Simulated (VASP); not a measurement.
# Si12O23 (a cell with a defect) in VASP: further runs, part 2 of 2

VASP 6.6.1. The steps go on from the part before.

### Step 3. Single point, PBE+D3(BJ)

INCAR

```
SYSTEM = Si12O23
  ALGO = Normal
  EDIFF = 1E-6
  ENCUT = 520
  GGA = PE
  GGA_COMPAT = .FALSE.
  ISIF = 2
  ISMEAR = -1
  IVDW = 12
  LASPH = .TRUE.
  LCHARG = .FALSE.
  LREAL = Auto
  LWAVE = .FALSE.
  NBANDS = 116
  NELM = 120
  PREC = Accurate
  SIGMA = 0.02
```

KPOINTS

```
k-points
0
G
  2 2 2
  0 0 0
```

POSCAR

```
Si12O23
1.0
   -2.4984000000      4.3273560000      5.4576000000
    4.9968000000      0.0000000000      5.4576000000
    4.9968000000      8.6547110000      0.0000000000
Si O
12 23
Direct
    0.7100891847      0.2717207684      0.1382950056
    0.1368562394      0.0520978796      0.1511787431
    0.5686498847      0.0822506943      0.9640819329
    0.7265169629      0.2710940749      0.6366552807
    0.1633428783      0.1591598702      0.6655409078
    0.5836087002      0.0785574535      0.4688258672
    0.2444152502      0.7999249360      0.3673755485
    0.6766063991      0.6805463787      0.3998205416
    0.0898145166      0.6810505157      0.2054659725
    0.2626128719      0.7513416135      0.8696276066
    0.6815320365      0.6773892842      0.9030289114
    0.1073918710      0.5831145788      0.6945218786
    0.9494312813      0.2108135150      0.1005351708
    0.3352432224      0.0816682406      0.0154720626
    0.1839620342      0.6425417404      0.0438322883
    0.1764896827      1.0695437386      0.2988477966
    0.6322497129      0.1306973701      0.0863004451
    0.9629797125      0.2165517665      0.6141713990
    0.3514512656      0.0761242254      0.5418450433
    0.1265817477      0.7544478257      0.5399261413
    0.1470528560      0.9827157236      0.8201694940
    0.1985929771      0.3575597274      0.6799824384
    0.6743909535      0.1167097134      0.5805472027
    0.4832170071      0.7534219918      0.3368350468
    0.8760263981      0.6199159575      0.2719827283
    0.6136659950      0.2479125377      0.3137875747
    0.6539837057      0.4961414408      0.5444999477
    0.7049877411      0.8630361156      0.4411112132
    0.2230300740      0.6030588662      0.3228229656
    0.4954153765      0.7415743259      0.8326971632
    0.8757469157      0.6060868574      0.7803344710
    0.6122696793      0.2510411167      0.8098531690
    0.6491276754      0.5014176192      0.0528502291
    0.7010290344      0.8656444118      0.9428145899
    0.2328462834      0.6176977287      0.7843466106
```

Potentials or basis: VASP PAW PBE potentials, release 64 (Si, O).

Run with:

```bash
> cat potpaw_PBE.64/Si/POTCAR potpaw_PBE.64/O/POTCAR > POTCAR
> mpirun -np 1 vasp_std > vasp.out
```

OUTCAR:

```text
SYSTEM = Si12O23
   EDIFF = 1E-6
   ENCUT = 520
   GGA = PE
   ISIF = 2
   ISMEAR = -1
   IVDW = 12
   LASPH = .TRUE.
   LREAL = Auto
   NELM = 120
   PREC = Accurate
 IVDW          = 12

 ion  position               nearest neighbor table
   1  0.710  0.272  0.138-  33 1.62  17 1.62  13 1.63  26 1.63   6 3.07   2 3.09  11 3.12   3 3.15

   2  0.137  0.052  0.151-  13 1.61  14 1.64  16 1.65   7 2.51   9 2.72   1 3.09   3 3.14
   3  0.569  0.082  0.964-  17 1.62  14 1.63  32 1.63  34 1.63  11 3.06   4 3.06   2 3.14   1 3.15

   4  0.727  0.271  0.637-  18 1.62  23 1.62  27 1.63  32 1.63   3 3.06   6 3.12
   5  0.163  0.159  0.666-  18 1.62  19 1.63  22 1.63  21 1.65  10 3.04   6 3.06  12 3.13
[... 1151 lines left out ...]
  Total      -3.62820     1.53508   -10.20268     2.90747     3.01896    -5.13150
  in kB     -12.31475     5.21031   -34.62967     9.86847    10.24690   -17.41720
  external pressure =      -13.91 kB  Pullay stress =        0.00 kB

 VOLUME and BASIS-vectors are now :
 -----------------------------------------------------------------------------
  energy-cutoff  :      520.00
  volume of cell :      472.04
      direct lattice vectors                 reciprocal lattice vectors
    -2.498400000  4.327356000  5.457600000    -0.100064038  0.057772003  0.091615359
     4.996800000  0.000000000  5.457600000     0.100064038 -0.057772003  0.091615365
     4.996800000  8.654711000  0.000000000     0.050032025  0.086658004 -0.045807685

 POSITION                                       TOTAL-FORCE (eV/Angst)
 -----------------------------------------------------------------------------------
      0.27468      4.26971      5.35833         0.124076     -0.085068      0.021922
      0.67381      1.90063      1.03124        -0.799556     -0.783458     -0.852449
      3.80760     10.80460      3.55235         0.007305     -0.001076      0.040511
      2.72071      8.65396      5.44456         0.012178     -0.004271      0.029805
      3.71277      6.46691      1.76009         0.008740     -0.016206     -0.003541
      1.27708      6.58304      3.61384        -0.002176      0.035301      0.007240
[... 27 lines left out ...]
      7.28506     11.19339      8.55028         0.013155     -0.011067      0.010488
      6.42399      7.79590      4.64193        -0.038223     -0.028538      0.013693
 -----------------------------------------------------------------------------------
    total drift:                               -0.015392      0.004221     -0.006959

  FREE ENERGIE OF THE ION-ELECTRON SYSTEM (eV)
  ---------------------------------------------------
  free  energy   TOTEN  =      -276.8328096670 eV

  energy  without entropy=     -276.8328096670  energy(sigma->0) =     -276.83280967
```

stdout:

```text
POSCAR found type information on POSCAR SiO
 POSCAR found :  2 types and      35 ions
 scaLAPACK will be used
 LDA part: xc-table for (Slater+PW92), standard interpolation
 POSCAR, INCAR and KPOINTS ok, starting setup
 FFT: planning ... GRIDC
 FFT: planning ... GRID_SOFT
 FFT: planning ... GRID
 WAVECAR not read
 entering main loop
```

It took 17 min on 1 thread of AMD EPYC 7R13 (Zen 3), shared host; peak memory 0.63 GiB.

Results:

| Item | Value |
| --- | --- |
| Free energy | -276.8328 eV |
| Pressure | -1.4 GPa |
| Largest force | 3.080 eV/Å |
| Band gap on the k mesh | 3.85 eV |
| Dispersion energy per atom | -0.135 eV |

Forces in eV/Å, atoms in the order of the input:
```
Si   0.124 -0.085  0.022
Si  -0.800 -0.783 -0.852
Si   0.007 -0.001  0.041
Si   0.012 -0.004  0.030
Si   0.009 -0.016 -0.004
Si  -0.002  0.035  0.007
Si   0.308  0.324  0.284
Si  -0.046  0.041  0.053
Si   1.794 -0.633  1.781
Si  -0.040  0.017 -0.005
Si   0.006  0.002  0.006
Si   0.008  0.068 -0.034
O    0.298 -0.214  0.284
O   -0.023 -0.129  0.072
O   -0.155 -0.029 -0.061
O   -1.901  1.034 -2.191
O    0.004  0.003 -0.006
O   -0.013 -0.009 -0.002
O   -0.001 -0.031  0.003
O    0.148  0.106 -0.008
O    0.006  0.000  0.009
O    0.014  0.007 -0.012
O    0.028 -0.010 -0.005
O   -0.007  0.076  0.099
O   -0.013  0.081  0.161
O   -0.012  0.011 -0.014
O   -0.039 -0.025  0.008
O    0.019  0.048  0.021
O    0.215  0.233  0.254
O   -0.003 -0.038  0.044
O   -0.007  0.030 -0.015
O   -0.009  0.026  0.032
O    0.094 -0.094 -0.027
O    0.013 -0.011  0.010
O   -0.038 -0.029  0.014
```

Stress tensor (GPa, compression positive):
```
-1.23  0.99 -1.74
 0.99  0.52  1.02
-1.74  1.02 -3.46
```

Levels at points of the mesh, in eV from the valence-band top:
```
           k point  band 89  band 90  band 91  band 92  band 93  band 94  band 95  band 96  band 97  band 98
(0.00, 0.00, 0.00)    -1.89    -1.83    -1.76    -1.68    -0.14     3.89     4.36     4.99     6.00     6.42
(0.50, 0.00, 0.00)    -1.86    -1.75    -1.65    -1.60    -0.10     3.86     4.87     5.44     5.66     6.13
(0.00, 0.50, 0.00)    -1.89    -1.74    -1.71    -1.58     0.00     3.99     4.89     5.24     5.50     6.33
(0.50, 0.50, 0.00)    -1.75    -1.72    -1.66    -1.56    -0.02     3.92     4.94     5.66     5.96     6.31
(0.00, 0.00, 0.50)    -1.99    -1.88    -1.80    -1.64    -0.11     3.88     4.59     5.10     5.59     6.00
(0.50, 0.00, 0.50)    -1.86    -1.76    -1.74    -1.65    -0.10     3.85     4.93     5.60     5.62     6.01
(0.00, 0.50, 0.50)    -1.95    -1.80    -1.73    -1.62     0.00     3.96     4.96     5.23     5.69     6.20
(0.50, 0.50, 0.50)    -1.82    -1.71    -1.67    -1.61    -0.02     3.86     4.96     5.60     5.78     6.35
```

Caveat: the k points lie up to 0.46 Å⁻¹ apart.
